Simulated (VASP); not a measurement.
# Yb (Fm-3m) in VASP: a series of runs

Runs on Yb. Level: LDA. Tasks: single point, relaxation of cell and atoms.

Program: VASP 6.6.1. These are calculated values, not measurements. Logs are shortened: lines on timing, memory, paths and dates and some standing lists are left out, and cuts for length are marked.

### 1 The cell of the first run

It takes space group Fm-3m (No. 225, cubic). The conventional cell has a = 4.914 Å, b = 4.914 Å, c = 4.914 Å, α = 90.00°, β = 90.00°, γ = 90.00°. Yb (site symmetry m-3m) has 12 Yb at 3.47 Å within 4.6 Å.

### 2 Single point, LDA

INCAR reads:

```
  ALGO = Normal
  EDIFF = 1E-6
  ENCUT = 520
  GGA = CA
  ISIF = 2
  ISMEAR = -1
  LASPH = T
  LCHARG = F
  LREAL = F
  LWAVE = F
  NBANDS = 18
  NELM = 60
  PREC = Accurate
  SIGMA = 0.1
```

KPOINTS reads:

```
k-points
0
Gamma
  10 10 10
```

POSCAR reads:

```
Yb
1.0
    0.0000000000      2.4569515850      2.4569515850
    2.4569515850      0.0000000000      2.4569515850
    2.4569515850      2.4569515850      0.0000000000
Yb
1
Direct
    0.0000000000      0.0000000000      0.0000000000
```

Potentials or basis: VASP PAW PBE potentials, release 64 (Yb).

Command:

```sh
> cat potpaw_PBE.64/Yb/POTCAR > POTCAR
> mpirun -np 1 vasp_std > vasp.out
```

OUTCAR:

```text
EDIFF = 1E-6
   ENCUT = 520
   GGA = CA
   ISIF = 2
   ISMEAR = -1
   LASPH = T
   LREAL = F
   NELM = 60
   PREC = Accurate

 ion  position               nearest neighbor table
   1  0.000  0.000  0.000-

  LATTYP: Found a face centered cubic cell.
 ALAT       =     4.9139031700

  Lattice vectors:

 A1 = (   0.0000000000,   2.4569515850,   2.4569515850)
 A2 = (   2.4569515850,   0.0000000000,   2.4569515850)
 A3 = (   2.4569515850,   2.4569515850,   0.0000000000)

Analysis of symmetry for initial positions (statically):
=====================================================================
 Subroutine PRICEL returns:
 Original cell was already a primitive cell.

 Routine SETGRP: Setting up the symmetry group for a
 face centered cubic supercell.

 Subroutine GETGRP returns: Found 48 space group operations
 (whereof 48 operations were pure point group operations)
 out of a pool of 48 trial point group operations.

The static configuration has the point symmetry O_h .

Analysis of symmetry for dynamics (positions and initial velocities):
=====================================================================
 Subroutine PRICEL returns:
 Original cell was already a primitive cell.

 Routine SETGRP: Setting up the symmetry group for a
 face centered cubic supercell.

 Subroutine GETGRP returns: Found 48 space group operations
 (whereof 48 operations were pure point group operations)
 out of a pool of 48 trial point group operations.

The dynamic configuration has the point symmetry O_h .

 Subroutine INISYM returns: Found 48 space group operations
 (whereof 48 operations are pure point group operations),
 and found     1 'primitive' translations

----------------------------------------------------------------------------------------

                                     Primitive cell

  volume of cell :      29.6633

  direct lattice vectors                    reciprocal lattice vectors
     0.000000000  2.456951585  2.456951585    -0.203504214  0.203504214  0.203504214
     2.456951585  0.000000000  2.456951585     0.203504214 -0.203504214  0.203504214
     2.456951585  2.456951585  0.000000000     0.203504214  0.203504214 -0.203504214

  length of vectors
     3.474654254  3.474654254  3.474654254     0.352479637  0.352479637  0.352479637

  position of ions in fractional coordinates (direct lattice)
     0.000000000  0.000000000  0.000000000

  ion indices of the primitive-cell ions
   primitive index   ion index
                 1           1
[... 63 lines left out ...]
   PREC   = accura    normal or accurate (medium, high low for compatibility)
   ISTART =      0    job   : 0-new  1-cont  2-samecut
   ICHARG =      2    charge: 1-file 2-atom 10-const
   ISPIN  =      1    spin polarized calculation?
   LNONCOLLINEAR =      F non collinear calculations
   LSORBIT =      F    spin-orbit coupling
   LASPH  =      T    aspherical Exc in radial PAW
   ENCUT  =  520.0 eV  38.22 Ry    6.18 a.u.   6.46  6.46  6.46*2*pi/ulx,y,z
   NELM   =     60;   NELMIN=  2; NELMDL= -5     # of ELM steps
   EDIFF  = 0.1E-05   stopping-criterion for ELM
   LREAL  =      F    real-space projection
   EDIFFG = 0.1E-04   stopping-criterion for IOM
   NSW    =      0    number of steps for IOM
   IBRION =     -1    ionic relax: 0-MD 1-quasi-New 2-CG
   NFREE  =      0    steps in history (QN), initial steepest desc. (CG)
   ISIF   =      2    stress and relaxation
   ISYM   =      2    0-nonsym 1-usesym 2-fastsym
   POTIM  = 0.5000    time-step for ionic-motion
   TEBEG  =    0.0;   TEEND  =   0.0 temperature during run
   PSTRESS=    0.0 pullay stress
   NELECT =      24.0000    total number of electrons
   NUPDOWN=      -1.0000    fix difference up-down
   EMIN   =  10.00;   EMAX   =-10.00  energy-range for DOS
   EFERMI =   0.00;   METHOD = LEGACY
   ISMEAR =    -1;   SIGMA  =   0.10  broadening in eV -4-tet -1-fermi 0-gaus
   EFERMI_NEDOS =   21; number of points for ismear=-14 and -15
   IALGO  =     38    algorithm
   IMIX   =      4    mixing-type and parameters
     AMIX     =   0.40;   BMIX     =  1.00
     AMIX_MAG =   1.60;   BMIX_MAG =  1.00
  volume/ion in A,a.u.               =      29.66       200.18
  Fermi-wavevector in a.u.,A,eV,Ry     =   1.525476  2.882731 31.661796  2.327076
  Thomas-Fermi vector in A             =   2.633641
   LORBIT       =      0    0 simple, 1 ext, 2 COOP (PROOUT), +10 PAW based schemes
   GGA     = CA    functional components
   LHFCALC =     F    Hartree Fock is set to
   AEXX    =    0.0000 exact exchange contribution
   IVDW    =     0    specifies the selected vdW correction
   LEPSILON=     F    determine dielectric tensor
   LRPA    =     F    only Hartree local field effects (RPA)
 non-spin polarized calculation
  energy-cutoff  :      520.00
  volume of cell :       29.66
 maximum number of plane-waves:       821
 NGX is ok and might be reduce to    28
   NGX = 13   NGY = 13   NGZ = 13

 number of electron      24.0000001 magnetization

 Free energy of the ion-electron system (eV)
  ---------------------------------------------------
  ext. energy  EPLUGINS =         0.00000000
  ---------------------------------------------------
  free energy    TOTEN  =        -4.21199034 eV

  energy without entropy =       -4.12983970  energy(sigma->0) =       -4.17091502

 E-fermi :   1.8953     XC(G=0): -10.6706

 val. band max:        1.8556429986   @ k =  -0.3000   0.4000   0.2000
 cond. band min:       1.9066143212   @ k =   0.4000   0.4000   0.0000
 fundamental gap:      0.0509713226
 Fermi energy:         1.8952675082

 k-point     1 :       0.0000    0.0000    0.0000
  band No.  band energies     occupation
      1     -49.4611      2.00000
      2     -21.6591      2.00000
      3     -21.6591      2.00000
      4     -21.6591      2.00000
      5      -3.6200      2.00000
      6       1.1817      1.99841
[... 481 lines left out ...]
      5      -0.0868      2.00000
      6       1.2598      1.99653
[... 10 lines left out ...]
     17       9.1751      0.00000
     18      12.4628      0.00000

 [... further k-points ...]
[... 5 lines left out ...]
  --------------------------------------------------------------------------------------
  -------------------------------------------------------------------------------------
  Total       -0.0766549     -0.0766549     -0.0766549      0.0000000     -0.0000000      0.0000000
  in kB       -4.1402904     -4.1402904     -4.1402904      0.0000000     -0.0000000      0.0000000
  external PRESSURE =      -4.1402904 kB  Pullay stress =       0.0000000 kB

 VOLUME and BASIS-vectors are now :
 -----------------------------------------------------------------------------
  energy-cutoff  :      520.00
  volume of cell :       29.66
      direct lattice vectors                 reciprocal lattice vectors
     0.000000000  2.456951585  2.456951585    -0.203504214  0.203504214  0.203504214
     2.456951585  0.000000000  2.456951585     0.203504214 -0.203504214  0.203504214
     2.456951585  2.456951585  0.000000000     0.203504214  0.203504214 -0.203504214

 POSITION                                       TOTAL-FORCE (eV/Angst)
 -----------------------------------------------------------------------------------
      0.00000      0.00000      0.00000         0.000000      0.000000      0.000000
 -----------------------------------------------------------------------------------
    total drift:                               -0.000000     -0.000000     -0.000000

  FREE ENERGIE OF THE ION-ELECTRON SYSTEM (eV)
  ---------------------------------------------------
  free  energy   TOTEN  =        -4.2119903378 eV

  energy  without entropy=       -4.1298396998  energy(sigma->0) =       -4.17091502
```

OSZICAR:

```text
N       E                     dE             d eps       ncg     rms          rms(c)
DAV:   1     0.114822591895E+03    0.11482E+03   -0.85922E+03  2124   0.915E+03
DAV:   2     0.110466055387E+02   -0.10378E+03   -0.10024E+03  2154   0.581E+02
DAV:   3    -0.179190155945E+01   -0.12839E+02   -0.12611E+02  2496   0.120E+02
[... 15 lines left out ...]
DAV:  19    -0.421198801303E+01    0.28126E-03   -0.56116E-04  2146   0.838E-01    0.348E-02
DAV:  20    -0.421199032207E+01   -0.23090E-05   -0.38884E-05  2784   0.638E-02    0.171E-02
DAV:  21    -0.421199183733E+01   -0.15153E-05   -0.38086E-06  1840   0.520E-02    0.251E-02
DAV:  22    -0.421199063393E+01    0.12034E-05   -0.12392E-06  1242   0.403E-02    0.151E-02
DAV:  23    -0.421199033783E+01    0.29611E-06   -0.12015E-06  1142   0.393E-02
   1 F= -.42119903E+01 E0= -.41709150E+01  d E =-.821506E-01
```

stdout:

```text
POSCAR found type information on POSCAR Yb
 POSCAR found :  1 types and       1 ions
 scaLAPACK will be used
 -----------------------------------------------------------------------------
|                                                                             |
|                                                                             |
|     You enforced a specific xc type in the INCAR file but a different       |
|     I HOPE YOU KNOW WHAT YOU ARE DOING!                                     |
|                                                                             |
 -----------------------------------------------------------------------------

 LDA part: xc-table for (Slater(with rela. corr.)+CA(PZ))
 , standard interpolation
 POSCAR, INCAR and KPOINTS ok, starting setup
 FFT: planning ... GRIDC
 FFT: planning ... GRID_SOFT
 FFT: planning ... GRID
 WAVECAR not read
 entering main loop
```

Wall time 32 s (1 thread of Intel Xeon Platinum 8488C (Sapphire Rapids), shared host); peak memory 0.17 GiB.

Results:

```
Free energy            : -4.2120 eV
Pressure               : -0.4 GPa
Band gap on the k mesh : zero (band 12 reaches 1.86 eV, above the bottom of band 13 at 1.61 eV)
```

Caveat: the PAW data sets were made with another functional, which shifts forces and pressure a little; spin-orbit coupling is left out, which moves the levels of the heavy elements.

### 3 Relaxation of cell and atoms, LDA

This run uses another cell than the first one, of 41.28 Å³/atom, 1.392 times its volume.

INCAR reads:

```
SYSTEM = Yb
ALGO = Normal
EDIFF = 1E-7
EDIFFG = -0.01
ENCUT = 600
GGA = CA
IBRION = 2
ISIF = 3
ISMEAR = -1
LASPH = .TRUE.
LCHARG = .FALSE.
LREAL = .FALSE.
LWAVE = .FALSE.
NELM = 80
NSW = 80
PREC = Accurate
SIGMA = 0.1
```

KPOINTS reads:

```
k-points
0
G
  10 10 10
  0 0 0
```

POSCAR reads:

```
Yb
1.0
    0.0000000000      2.7431000000      2.7431000000
    2.7431000000      0.0000000000      2.7431000000
    2.7431000000      2.7431000000      0.0000000000
Yb
1
Direct
    0.0000000000      0.0000000000      0.0000000000
```

Potentials or basis: VASP PAW PBE potentials, release 64 (Yb).

Command:

```sh
> cat potpaw_PBE.64/Yb/POTCAR > POTCAR
> mpirun -np 1 vasp_std > vasp.out
```

Run time: 5.2 min. Hardware: 1 thread of Intel Xeon Platinum 8488C (Sapphire Rapids), shared host; peak memory 0.21 GiB.

Results (log left out):

- Free energy: -4.2165 eV
- Relaxed volume: 29.80 Å³/atom
- Relaxed cell: a = 3.480 Å, b = 3.480 Å, c = 3.480 Å, α = 60.00°, β = 60.00°, γ = 60.00°
- Space group after relaxing (to 0.05 Å): Fm-3m (No. 225)
- Energy gained by relaxing: 221.0 meV/atom
- Ionic steps: 6
- Pressure after relaxing: 0.0 GPa
- Band gap on the k mesh: zero (band 12 reaches 1.84 eV, above the bottom of band 13 at 1.60 eV)

The path:
```
step  energy change (eV)  largest force (eV/Å)  pressure (GPa)  volume (Å³)
   1              0.0000                0.0000           -4.61        41.28
   2             -0.1660                0.0000           -2.87        34.59
   3             -0.2133                0.0000           -1.18        31.28
   4             -0.1591                0.0000            5.76        25.31
   5             -0.2205                0.0000           -0.09        30.00
   6             -0.2210                0.0000           -0.02        29.80
```

Final structure:
```
Yb
1.0
     0.00000    2.46064    2.46064
     2.46064    0.00000    2.46064
     2.46064    2.46064    0.00000
Yb
1
Direct
  0.00000 0.00000 0.00000
```

Levels at points of the mesh, in eV from the Fermi level:
```
           k point  band 8  band 9  band 10  band 11  band 12  band 13  band 14  band 15  band 16
(0.00, 0.00, 0.00)   -0.58   -0.58    -0.43    -0.43    -0.43     2.93     2.93     2.93     5.47
(0.50, 0.00, 0.00)   -0.58   -0.56    -0.46    -0.46    -0.42     1.01     2.67     2.67     7.39
(0.50, 0.50, 0.00)   -0.56   -0.56    -0.49    -0.48    -0.48    -0.28     2.63     7.42     7.98
```

Caveat: the electronic state changed during the relaxation; the volume moved by over 15 % at a fixed basis, so the end points are rough; the PAW data sets were made with another functional, which shifts forces and pressure a little; spin-orbit coupling is left out, which moves the levels of the heavy elements; the volume moved by -28 % from the deposited cell, more than functionals usually miss. Spin polarisation is off, so any magnetic state and its effect on volume and gap are missing.
